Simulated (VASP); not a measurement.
# Mg (I4/mmm) in VASP: a series of runs, part 2 of 2

VASP 6.6.1. Earlier steps stand in the parts before.

## 3. Single point, r2SCAN

This run uses another cell than the first one, of 13.05 Å³/atom.

Contents of POSCAR:

```
Mg
1.0
   -1.4863433333      1.4863433333      1.4765000000
    1.4863433333     -1.4863433333      1.4765000000
    1.4863433333      1.4863433333     -1.4765000000
Mg
1
Direct
    0.0000000000      0.0000000000      0.0000000000
```

Contents of INCAR.step1:

```
ALGO = Normal
EDIFF = 1E-4
ENCUT = 520
GGA = PE
ISMEAR = -1
LASPH = T
LCHARG = F
LREAL = F
LWAVE = T
NBANDS = 7
NELM = 60
PREC = Accurate
SIGMA = 0.1
```

Contents of INCAR.step2:

```
ALGO = Normal
EDIFF = 1E-6
ENCUT = 520
ISIF = 2
ISMEAR = -1
ISTART = 1
LASPH = T
LCHARG = T
LELF = T
LMIXTAU = T
LREAL = F
LVHAR = T
LWAVE = F
METAGGA = R2SCAN
NBANDS = 7
NELM = 60
PREC = Accurate
SIGMA = 0.1
```

Contents of KPOINTS:

```
k-points
0
Gamma
  16 16 16
```

Potentials or basis: VASP PAW PBE potentials, release 64 (Mg).

Run with:

```
$ cat potpaw_PBE.64/Mg/POTCAR > POTCAR
$ cp INCAR.step1 INCAR
$ mpirun -np 1 vasp_std > vasp.out
$ cp INCAR.step2 INCAR
$ mpirun -np 1 vasp_std > vasp.out
```

Wall time 63 s (1 thread of AMD EPYC 9R45 (Zen 5), shared host); peak memory 0.12 GiB.

The run converged. Its results:

```
Free energy            : -2.9981 eV
Pressure               : 60.3 GPa
Band gap on the k mesh : zero (bands 1 and 2 overlap by 4.92 eV)
```

Stress tensor (GPa, compression positive):
```
60.08  0.00  0.00
 0.00 60.08  0.00
 0.00  0.00 60.62
```

Levels at points of the mesh, in eV from the Fermi level:
| k point | band 1 | band 2 | band 3 | band 4 | band 5 |
| --- | --- | --- | --- | --- | --- |
| (0.00, 0.00, 0.00) | -10.30 | 18.27 | 18.48 | 18.48 | 21.14 |
| (0.50, 0.00, 0.00) | -2.51 | -0.88 | 11.36 | 15.26 | 15.85 |
| (0.50, 0.50, 0.00) | -2.56 | -0.93 | 11.54 | 15.43 | 16.04 |
| (0.50, 0.50, 0.50) | 4.00 | 4.10 | 6.38 | 6.38 | 6.63 |

Caveat: the cell stands under pressure; the PAW data sets were made with another functional, which shifts forces and pressure a little.

## 4. Single point, r2SCAN

This run uses another cell than the first one, of 13.13 Å³/atom.

Contents of POSCAR:

```
Mg
1.0
   -1.4912650000      1.4912650000      1.4765000000
    1.4912650000     -1.4912650000      1.4765000000
    1.4912650000      1.4912650000     -1.4765000000
Mg
1
Direct
    0.0000000000      0.0000000000      0.0000000000
```

Contents of INCAR.step1:

```
PREC = Accurate
ENCUT = 520
ISMEAR = -1
SIGMA = 0.1
LREAL = False
LASPH = True
NELM = 100
NBANDS = 7
GGA = PE
ALGO = Normal
EDIFF = 1E-4
LWAVE = True
LCHARG = False
```

Contents of INCAR.step2:

```
PREC = Accurate
ENCUT = 520
EDIFF = 1E-6
ISMEAR = -1
SIGMA = 0.1
LREAL = False
LASPH = True
NELM = 100
ALGO = Normal
ISIF = 2
LWAVE = False
LCHARG = False
METAGGA = R2SCAN
LMIXTAU = True
NBANDS = 7
ISTART = 1
```

Contents of KPOINTS:

```
regular mesh
0
Gamma
  16 16 16
```

Potentials or basis: VASP PAW PBE potentials, release 64 (Mg).

Run with:

```
$ cat potpaw_PBE.64/Mg/POTCAR > POTCAR
$ cp INCAR.step1 INCAR
$ mpirun -np 1 vasp_std > vasp.out
$ cp INCAR.step2 INCAR
$ mpirun -np 1 vasp_std > vasp.out
```

OUTCAR:

```text
PREC = Accurate
   ENCUT = 520
   EDIFF = 1E-6
   ISMEAR = -1
   LREAL = False
   LASPH = True
   NELM = 100
   ISIF = 2
   METAGGA = R2SCAN
   ISTART = 1

 ion  position               nearest neighbor table
   1  0.000  0.000  0.000-

  LATTYP: Found a body centered tetragonal cell.
 ALAT       =     2.9825300000
 C/A-ratio  =     0.9900990099

  Lattice vectors:

 A1 = (  -1.4912650000,   1.4912650000,   1.4765000000)
[... 418 lines left out ...]
      6      26.7640      0.00000
      7      30.1125      0.00000

 [... further k-points ...]

------------------------ aborting loop because EDIFF is reached ----------------------------------------

  FORCE on cell =-STRESS in cart. coord.  units (eV):
  Direction    XX          YY          ZZ          XY          YZ          ZX
  --------------------------------------------------------------------------------------
  -------------------------------------------------------------------------------------
  Total        4.7961851      4.7961851      4.8619957      0.0000000     -0.0000000      0.0000000
  in kB      585.0640617    585.0640617    593.0919946      0.0000000     -0.0000000      0.0000000
  external PRESSURE =     587.7400393 kB  Pullay stress =       0.0000000 kB

 VOLUME and BASIS-vectors are now :
 -----------------------------------------------------------------------------
  energy-cutoff  :      520.00
  volume of cell :       13.13
      direct lattice vectors                 reciprocal lattice vectors
    -1.491265000  1.491265000  1.476500000     0.000000000  0.335285814  0.338638673
     1.491265000 -1.491265000  1.476500000     0.335285814  0.000000000  0.338638673
     1.491265000  1.491265000 -1.476500000     0.335285814  0.335285814  0.000000000

 POSITION                                       TOTAL-FORCE (eV/Angst)
 -----------------------------------------------------------------------------------
      0.00000      0.00000      0.00000        -0.000000      0.000000      0.000000
 -----------------------------------------------------------------------------------
    total drift:                                0.000000     -0.000000      0.000000

  FREE ENERGIE OF THE ION-ELECTRON SYSTEM (eV)
  ---------------------------------------------------
  free  energy   TOTEN  =        -3.0301484011 eV

  energy  without entropy=       -3.0213997005  energy(sigma->0) =       -3.02577405
```

OUTCAR.step1:

```text
PREC = Accurate
   ENCUT = 520
   ISMEAR = -1
   LREAL = False
   LASPH = True
   NELM = 100
[... 455 lines left out ...]
 POSITION                                       TOTAL-FORCE (eV/Angst)
 -----------------------------------------------------------------------------------
      0.00000      0.00000      0.00000         0.000000      0.000000      0.000000
 -----------------------------------------------------------------------------------
    total drift:                                0.000000     -0.000000     -0.000000

  FREE ENERGIE OF THE ION-ELECTRON SYSTEM (eV)
  ---------------------------------------------------
  free  energy   TOTEN  =        -0.3534929992 eV

  energy  without entropy=       -0.3439590343  energy(sigma->0) =       -0.34872602
```

Wall time 62 s (1 thread of AMD EPYC 9R45 (Zen 5), shared host); peak memory 0.12 GiB.

Results:

- Free energy: -3.0301 eV
- Pressure: 58.8 GPa
- Band gap on the k mesh: zero (bands 1 and 2 overlap by 4.92 eV)

Stress tensor (GPa, compression positive):
```
58.51  0.00  0.00
 0.00 58.51  0.00
 0.00  0.00 59.31
```

Caveat: the cell stands under pressure; the PAW data sets were made with another functional, which shifts forces and pressure a little.

## 5. Overview

```csv
cell,gap on the mesh (eV),pressure (GPa)
"a = 2.563 Å, angles 109.4, 109.4, 109.7°, 1 atom",none,61.8
"a = 2.569 Å, angles 109.3, 109.3, 109.8°, 1 atom",none,60.3
"a = 2.574 Å, angles 109.2, 109.2, 110.0°, 1 atom",none,58.8
```

Alike in all rows: task single point; level r2SCAN; potentials or basis VASP PAW PBE potentials, release 64 (Mg); no spin polarisation; k mesh 16 × 16 × 16; cutoff (eV) 520; smearing fermi-dirac 0.1 eV.

Caveats: the cell stands under pressure; the PAW data sets were made with another functional, which shifts forces and pressure a little.

Absolute energies hang on the potentials; compare differences alone.
